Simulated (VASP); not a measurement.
The system is Co.

```
Co
1.0
     2.32766    0.00000    0.00000
    -1.16383    2.01582    0.00000
     0.00000    0.00000    3.77816
Co
2
Direct
  0.33333 0.66667 0.25000
  0.66667 0.33333 0.75000
```

This cell differs from its parent crystal: volume scaled by 0.8.

Base run:

* Program: VASP 6.6.1
* Functional: PBE
* Potentials or basis: VASP PAW PBE potentials, release 64 (Co)
* Cutoff: 520 eV
* k mesh: 15 × 15 × 8
* Occupations: fermi-dirac, width 0.08 eV
* Spin: no spin polarisation

Its results: pressure 54.2 GPa.

Q: The run is repeated on the same cell with these changes: spin from no spin polarisation to collinear spin, ferromagnetic start; further incar settings from ALGO = Normal; EDIFF = 1e-06; NBANDS = 16 to ALGO = Normal; EDIFF = 1e-06; NBANDS = 20. What comes out?

A: Pressure 67.0 GPa; net moment 2.75 μB per cell; site moments Co +1.36 μB.
